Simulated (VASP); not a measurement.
Write the native input for VASP 6.6.1 that does the following.

- Task: single point
- Functional: PBE
- Potentials or basis: VASP PAW PBE potentials, release 64 (B, Se)
- Cutoff: 520 eV
- k mesh: 16 × 16 × 16
- Occupations: gaussian, width 0.1 eV
- Spin: no spin polarisation
- Dipole correction: no
- Further INCAR settings: ALGO = Normal; EDIFF = 1e-07; NBANDS = 12

The structure of BSe lies in POSCAR:

```
BSe
1.0
    0.0000000000      2.3526191587      2.3526191587
    2.3526191587      0.0000000000      2.3526191587
    2.3526191587      2.3526191587      0.0000000000
B Se
1 1
Direct
    0.0000000000      0.0000000000      0.0000000000
    0.5000000000      0.5000000000      0.5000000000
```

One way to write it, as run:

INCAR

```
SYSTEM = BSe
  PREC = Accurate
  ENCUT = 520
  EDIFF = 1E-7
  ISMEAR = 0
  SIGMA = 0.1
  LREAL = .False.
  LASPH = .True.
  NELM = 80
  ALGO = Normal
  ISIF = 2
  LWAVE = .False.
  LCHARG = .True.
  GGA = PE
  LELF = .True.
  LVHAR = .True.
  NBANDS = 12
```

KPOINTS

```
regular mesh
0
Gamma
  16 16 16
  0 0 0
```

Potentials or basis: VASP PAW PBE potentials, release 64 (B, Se).

Command:

```console
$ cat potpaw_PBE.64/B/POTCAR potpaw_PBE.64/Se/POTCAR > POTCAR
$ mpirun -np 1 vasp_std > vasp.out
```

It gave:

```json
{
 "Pressure": "0.1 GPa",
 "Band gap on the k mesh": "zero (an odd number of electrons rules out a gap without spin polarisation)"
}
```

Wall time 86 s on 1 thread of Intel Xeon 8259CL (shared host), peak memory 0.19 GiB.
